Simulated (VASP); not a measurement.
## NiS: single point with LDA+U

Crystal: NiS.

```
CELL_PARAMETERS angstrom
3.42000 0.00000 0.00000
-1.71000 2.96181 0.00000
0.00000 0.00000 5.30000
ATOMIC_POSITIONS crystal
Ni 0.00000 0.00000 0.00000
Ni 0.00000 0.00000 0.50000
S 0.33333 0.66667 0.25000
S 0.66667 0.33333 0.75000
```

| Item | Value |
| --- | --- |
| Program | VASP 6.6.1 |
| Task | single point |
| Functional | LDA |
| Potentials or basis | VASP PAW LDA potentials, release 64 (Ni, S) |
| Cutoff | 520 eV |
| k mesh | 8 × 8 × 5 |
| Occupations | gaussian, width 0.03 eV |
| Spin | no spin polarisation |
| Hubbard terms | Ni d U = 6.2 eV |

| Item | Value |
| --- | --- |
| Pressure | -17.7 GPa |
| Band gap on the k mesh | zero (band 16 reaches 8.38 eV, above the bottom of band 17 at 7.64 eV) |

Stress tensor (GPa, compression positive):
```
-16.91   0.00   0.00
  0.00 -16.91   0.00
  0.00   0.00 -19.43
```

Levels at points of the mesh, in eV from the Fermi level:
```
           k point  band 12  band 13  band 14  band 15  band 16  band 17  band 18  band 19  band 20  band 21
(0.00, 0.00, 0.00)    -2.01    -1.43    -1.13    -1.13    -0.52     1.57     1.57     4.16     4.92     7.34
(0.50, 0.00, 0.00)    -2.63    -2.62    -2.28    -1.98    -0.85     0.50     1.72     4.91     5.14     5.43
```

Eigenvalues of the final occupation matrices:
```csv
site,spin,trace,eigenvalues
site 1 d,1,4.38,0.77 0.77 0.94 0.94 0.95
site 1 d,2,4.38,0.77 0.77 0.94 0.94 0.95
site 2 d,1,4.38,0.77 0.77 0.94 0.94 0.95
site 2 d,2,4.38,0.77 0.77 0.94 0.94 0.95
```

Run time: 23 s on 1 thread of AMD EPYC 9R45 96-Core Processor (Zen 5) (shared host), peak memory 0.14 GiB.

Caveat: the run has no spin polarisation, though such a crystal can be magnetic; U without spin polarisation on a metal has little footing. Spin polarisation is off, so any magnetic state and its effect on volume and gap are missing.
